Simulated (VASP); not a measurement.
# BN (I-4m2) in VASP: relaxation of the atoms with PBE

Aim: the relaxation of the atoms of BN with PBE.

Everything below comes from runs of VASP 6.6.1. Logs are shortened: lines on timing, memory, paths and dates and some standing lists are left out, and cuts for length are marked.

## (1) The cell of the first run

The structure is tetragonal, space group I-4m2 (No. 119). Conventional cell: a = 2.556 Å, b = 2.556 Å, c = 3.651 Å, α = 90.00°, β = 90.00°, γ = 90.00°. Within 2.1 Å of B (site symmetry -4m2) lie 4 N at 1.57 Å. Within 2.1 Å of N (site symmetry -4m2) lie 4 B at 1.57 Å.

## (2) Relaxation of the atoms, PBE (z stretched by +1 %)

Contents of INCAR:

```
SYSTEM = BN
PREC = Accurate
ENCUT = 520
EDIFF = 1E-7
ISMEAR = -1
SIGMA = 0.02
LREAL = .FALSE.
LASPH = .TRUE.
NELM = 100
ALGO = Normal
ISIF = 2
LWAVE = .FALSE.
LCHARG = .FALSE.
GGA = PE
IBRION = 2
NSW = 80
EDIFFG = -0.02
```

Contents of KPOINTS:

```
regular mesh
0
G
  14 14 14
  0 0 0
```

Contents of POSCAR:

```
BN
1.0
    0.0000000000      1.8075000000      1.8255750000
    1.8075000000      0.0000000000      1.8255750000
    1.8075000000      1.8075000000      0.0000000000
B N
1 1
Direct
    0.0000000000      0.0000000000      0.0000000000
    0.2500000000      0.2500000000      0.2500000000
```

Potentials or basis: VASP PAW PBE potentials, release 64 (B, N).

Started as:

```bash
> cat potpaw_PBE.64/B/POTCAR potpaw_PBE.64/N/POTCAR > POTCAR
> mpirun -np 1 vasp_std > vasp.out
```

OUTCAR:

```text
SYSTEM = BN
   PREC = Accurate
   ENCUT = 520
   EDIFF = 1E-7
   ISMEAR = -1
   LREAL = .FALSE.
   LASPH = .TRUE.
   NELM = 100
   ISIF = 2
   GGA = PE
   IBRION = 2
   NSW = 80
   EDIFFG = -0.02

 ion  position               nearest neighbor table
   1  0.000  0.000  0.000-   2 1.57   2 1.57   2 1.57   2 1.57
   2  0.250  0.250  0.250-   1 1.57   1 1.57   1 1.57   1 1.57

  LATTYP: Found a body centered tetragonal cell.
 ALAT       =     2.5561910140
 C/A-ratio  =     1.4283556980

  Lattice vectors:

 A1 = (  -1.8075000000,   0.0000000000,   1.8255750000)
 A2 = (   1.8075000000,   0.0000000000,   1.8255750000)
 A3 = (   0.0000000000,   1.8075000000,  -1.8255750000)

Analysis of symmetry for initial positions (statically):
=====================================================================
 Subroutine PRICEL returns:
 Original cell was already a primitive cell.

 Routine SETGRP: Setting up the symmetry group for a
 body centered tetragonal supercell.

 Subroutine GETGRP returns: Found  8 space group operations
 (whereof  8 operations were pure point group operations)
 out of a pool of 16 trial point group operations.

The static configuration has the point symmetry D_2d.

Analysis of symmetry for dynamics (positions and initial velocities):
=====================================================================
 Subroutine PRICEL returns:
 Original cell was already a primitive cell.

 Routine SETGRP: Setting up the symmetry group for a
 body centered tetragonal supercell.

 Subroutine GETGRP returns: Found  8 space group operations
 (whereof  8 operations were pure point group operations)
 out of a pool of 16 trial point group operations.

The dynamic configuration has the point symmetry D_2d.

 Subroutine INISYM returns: Found  8 space group operations
 (whereof  8 operations are pure point group operations),
 and found     1 'primitive' translations

----------------------------------------------------------------------------------------

                                     Primitive cell

  volume of cell :      11.9285

  direct lattice vectors                    reciprocal lattice vectors
     0.000000000  1.807500000  1.825575000    -0.276625173  0.276625173  0.273886310
     1.807500000  0.000000000  1.825575000     0.276625173 -0.276625173  0.273886310
     1.807500000  1.807500000  0.000000000     0.276625173  0.276625173 -0.273886310

  length of vectors
     2.569003762  2.569003762  2.556191014     0.477552807  0.477552807  0.477552807

  position of ions in fractional coordinates (direct lattice)
     0.000000000  0.000000000  0.000000000
     0.250000000  0.250000000  0.250000000

  ion indices of the primitive-cell ions
   primitive index   ion index
                 1           1
                 2           2

----------------------------------------------------------------------------------------

 KPOINTS: regular mesh

Automatic generation of k-mesh.
 Grid dimensions read from file:
 generate k-points for:   14   14   14

 Generating k-lattice:

  Cartesian coordinates                     Fractional coordinates (reciprocal lattice)
    -0.019758941  0.019758941  0.019563308     0.071428571  0.000000000  0.000000000
     0.019758941 -0.019758941  0.019563308     0.000000000  0.071428571  0.000000000
     0.019758941  0.019758941 -0.019563308     0.000000000  0.000000000  0.071428571

  Length of vectors
     0.034110915  0.034110915  0.034110915

  Shift w.r.t. Gamma in fractional coordinates (k-lattice)
     0.000000000  0.000000000  0.000000000

 Subroutine IBZKPT returns following result:
 ===========================================

 Found    244 irreducible k-points:

 Following reciprocal coordinates:
            Coordinates               Weight
  0.000000  0.000000  0.000000      1.000000
  0.071429  0.000000  0.000000      8.000000
  0.142857 -0.000000  0.000000      8.000000
  0.214286  0.000000  0.000000      8.000000
  0.285714  0.000000  0.000000      8.000000
  0.357143  0.000000  0.000000      8.000000
[... 16 lines left out ...]
  0.214286  0.142857  0.000000      8.000000
  0.285714  0.142857  0.000000      8.000000
 [... further k-points ...]
   k-points           NKPTS =    244   k-points in BZ     NKDIM =    244   number of bands    NBANDS=      8
   number of dos      NEDOS =    301   number of ions     NIONS =      2
   total plane-waves  NPLWV =   8000
   dimension x,y,z NGX =    20 NGY =   20 NGZ =   20
   dimension x,y,z NGXF=    40 NGYF=   40 NGZF=   40
   ions per type =               1   1
   NGX,Y,Z   is equivalent  to a cutoff of  12.94, 12.94, 13.01 a.u.
   NGXF,Y,Z  is equivalent  to a cutoff of  25.88, 25.88, 26.01 a.u.
 SYSTEM =  BN
   PREC   = accura    normal or accurate (medium, high low for compatibility)
   ISTART =      0    job   : 0-new  1-cont  2-samecut
   ICHARG =      2    charge: 1-file 2-atom 10-const
   ISPIN  =      1    spin polarized calculation?
   LNONCOLLINEAR =      F non collinear calculations
   LSORBIT =      F    spin-orbit coupling
   LASPH  =      T    aspherical Exc in radial PAW
   ENCUT  =  520.0 eV  38.22 Ry    6.18 a.u.   4.78  4.78  4.75*2*pi/ulx,y,z
   NELM   =    100;   NELMIN=  2; NELMDL= -5     # of ELM steps
   EDIFF  = 0.1E-06   stopping-criterion for ELM
   LREAL  =      F    real-space projection
   EDIFFG = -.2E-01   stopping-criterion for IOM
   NSW    =     80    number of steps for IOM
   IBRION =      2    ionic relax: 0-MD 1-quasi-New 2-CG
   NFREE  =      1    steps in history (QN), initial steepest desc. (CG)
   ISIF   =      2    stress and relaxation
   ISYM   =      2    0-nonsym 1-usesym 2-fastsym
   POTIM  = 0.5000    time-step for ionic-motion
   TEBEG  =    0.0;   TEEND  =   0.0 temperature during run
   PSTRESS=    0.0 pullay stress
   NELECT =       8.0000    total number of electrons
   NUPDOWN=      -1.0000    fix difference up-down
   EMIN   =  10.00;   EMAX   =-10.00  energy-range for DOS
   EFERMI =   0.00;   METHOD = LEGACY
   ISMEAR =    -1;   SIGMA  =   0.02  broadening in eV -4-tet -1-fermi 0-gaus
   EFERMI_NEDOS =   21; number of points for ismear=-14 and -15
   IALGO  =     38    algorithm
   IMIX   =      4    mixing-type and parameters
     AMIX     =   0.40;   BMIX     =  1.00
     AMIX_MAG =   1.60;   BMIX_MAG =  1.00
  volume/ion in A,a.u.               =       5.96        40.25
  Fermi-wavevector in a.u.,A,eV,Ry     =   1.432989  2.707956 27.938969  2.053456
  Thomas-Fermi vector in A             =   2.552556
   LORBIT       =      0    0 simple, 1 ext, 2 COOP (PROOUT), +10 PAW based schemes
   GGA     = PE    functional components
   LHFCALC =     F    Hartree Fock is set to
   AEXX    =    0.0000 exact exchange contribution
   IVDW    =     0    specifies the selected vdW correction
   LEPSILON=     F    determine dielectric tensor
   LRPA    =     F    only Hartree local field effects (RPA)
 conjugate gradient relaxation of ions
 non-spin polarized calculation
  energy-cutoff  :      520.00
  volume of cell :       11.93
 maximum number of plane-waves:       332
   NGX =  9   NGY =  9   NGZ =  9

 number of electron       7.9999999 magnetization

 Free energy of the ion-electron system (eV)
  ---------------------------------------------------
  ext. energy  EPLUGINS =         0.00000000
  ---------------------------------------------------
  free energy    TOTEN  =       -17.44951357 eV

  energy without entropy =      -17.44951357  energy(sigma->0) =      -17.44951357

 E-fermi :   7.6804     XC(G=0): -12.7731

 val. band max:        7.3141740425   @ k =   0.0000   0.0000   0.0000
 cond. band min:      11.6737197486   @ k =   0.5000   0.0000   0.5000
 fundamental gap:      4.3595457061
 Fermi energy:         7.6804022146

 k-point     1 :       0.0000    0.0000    0.0000
  band No.  band energies     occupation
      1     -12.8369      2.00000
      2       7.2149      2.00000
      3       7.3142      2.00000
      4       7.3142      2.00000
      5      16.0309      0.00000
      6      16.0309      0.00000
      7      16.1016      0.00000
      8      17.4683      0.00000

 k-point     2 :       0.0714    0.0000    0.0000
  band No.  band energies     occupation
      1     -12.7136      2.00000
      2       6.5968      2.00000
      3       7.1156      2.00000
      4       7.1837      2.00000
      5      16.1841      0.00000
      6      16.2345      0.00000
      7      16.3026      0.00000
      8      17.8935      0.00000

 k-point     3 :       0.1429   -0.0000    0.0000
  band No.  band energies     occupation
      1     -12.3470      2.00000
      2       4.9490      2.00000
      3       6.7641      2.00000
      4       6.8496      2.00000
      5      16.4418      0.00000
      6      16.7443      0.00000
      7      16.7920      0.00000
      8      18.9681      0.00000

 k-point     4 :       0.2143    0.0000    0.0000
  band No.  band energies     occupation
      1     -11.7489      2.00000
      2       2.9017      2.00000
      3       6.3255      2.00000
      4       6.4300      2.00000
      5      16.6878      0.00000
      6      17.3246      0.00000
      7      17.3442      0.00000
      8      20.1796      0.00000

 k-point     5 :       0.2857    0.0000    0.0000
  band No.  band energies     occupation
      1     -10.9464      2.00000
      2       0.7986      2.00000
      3       5.9046      2.00000
      4       6.0278      2.00000
      5      16.9165      0.00000
      6      17.7348      0.00000
      7      17.7515      0.00000
      8      21.1921      0.00000

 k-point     6 :       0.3571    0.0000    0.0000
  band No.  band energies     occupation
      1     -10.0047      2.00000
      2      -1.1435      2.00000
      3       5.5691      2.00000
      4       5.7077      2.00000
      5      17.0996      0.00000
      6      17.9006      0.00000
      7      17.9464      0.00000
      8      21.8999      0.00000

 k-point     7 :       0.4286    0.0000    0.0000
  band No.  band energies     occupation
      1      -9.0984      2.00000
      2      -2.6741      2.00000
      3       5.3563      2.00000
      4       5.5050      2.00000
      5      17.2122      0.00000
      6      17.9293      0.00000
      7      17.9874      0.00000
      8      22.3057      0.00000
[... 133 lines left out ...]
 k-point    20 :      -0.1429    0.0714    0.0000
  band No.  band energies     occupation
      1     -12.0608      2.00000
      2       4.2251      2.00000
      3       5.8227      2.00000
      4       6.9500      2.00000
      5      16.6284      0.00000
      6      16.7270      0.00000
      7      17.5430      0.00000
      8      19.4884      0.00000

 k-point    21 :      -0.0714    0.0714    0.0000
  band No.  band energies     occupation
      1     -12.5069      2.00000
      2       5.8771      2.00000
      3       6.4227      2.00000
      4       7.1950      2.00000
      5      16.2711      0.00000
      6      16.3050      0.00000
      7      16.9669      0.00000
      8      18.4826      0.00000

 k-point    22 :       0.1429    0.1429    0.0000
  band No.  band energies     occupation
      1     -12.1936      2.00000
      2       5.6296      2.00000
      3       5.9636      2.00000
      4       5.9636      2.00000
      5      15.2791      0.00000
      6      17.9395      0.00000
      7      17.9395      0.00000
      8      18.8459      0.00000

 k-point    23 :       0.2143    0.1429    0.0000
  band No.  band energies     occupation
      1     -11.7589      2.00000
      2       4.1669      2.00000
      3       5.4468      2.00000
      4       5.7646      2.00000
      5      15.2228      0.00000
      6      18.4709      0.00000
      7      18.7342      0.00000
      8      19.4631      0.00000

 k-point    24 :       0.2857    0.1429    0.0000
  band No.  band energies     occupation
      1     -11.1040      2.00000
      2       2.2919      2.00000
      3       5.0227      2.00000
      4       5.3870      2.00000
      5      15.5525      0.00000
      6      18.7826      0.00000
      7      19.3524      0.00000
      8      20.0358      0.00000

 [... further k-points ...]

------------------------ aborting loop because EDIFF is reached ----------------------------------------

  FORCE on cell =-STRESS in cart. coord.  units (eV):
  Direction    XX          YY          ZZ          XY          YZ          ZX
  --------------------------------------------------------------------------------------
  -------------------------------------------------------------------------------------
  Total        0.1166819      0.1166819     -0.3411372      0.0000000      0.0000000      0.0000000
  in kB       15.6721213     15.6721213    -45.8198161      0.0000000      0.0000000      0.0000000
  external PRESSURE =      -4.8251912 kB  Pullay stress =       0.0000000 kB

 VOLUME and BASIS-vectors are now :
 -----------------------------------------------------------------------------
  energy-cutoff  :      520.00
  volume of cell :       11.93
      direct lattice vectors                 reciprocal lattice vectors
     0.000000000  1.807500000  1.825575000    -0.276625173  0.276625173  0.273886310
     1.807500000  0.000000000  1.825575000     0.276625173 -0.276625173  0.273886310
     1.807500000  1.807500000  0.000000000     0.276625173  0.276625173 -0.273886310

 POSITION                                       TOTAL-FORCE (eV/Angst)
 -----------------------------------------------------------------------------------
      0.00000      0.00000      0.00000        -0.000000     -0.000000     -0.000000
      0.90375      0.90375      0.91279         0.000000      0.000000      0.000000
 -----------------------------------------------------------------------------------
    total drift:                               -0.000000     -0.000000      0.000000

  FREE ENERGIE OF THE ION-ELECTRON SYSTEM (eV)
  ---------------------------------------------------
  free  energy   TOTEN  =       -17.4495135652 eV

  energy  without entropy=      -17.4495135652  energy(sigma->0) =      -17.44951357

 reached required accuracy - stopping structural energy minimisation
```

Wall time 19 s (1 thread of Intel Xeon 8259CL, shared host); peak memory 0.14 GiB.

What came out:

```
Free energy             : -17.4495 eV
Pressure after relaxing : -0.5 GPa
Band gap on the k mesh  : 4.36 eV (least direct gap 8.72 eV)
```

Final structure:
```
B N
1.0
     0.00000    1.80750    1.82557
     1.80750    0.00000    1.82557
     1.80750    1.80750    0.00000
B N
1 1
Direct
  0.00000 0.00000 0.00000
  0.25000 0.25000 0.25000
```

Caveat: the cell differs from its parent crystal (z stretched by +1 %). A k mesh can miss the band edges.
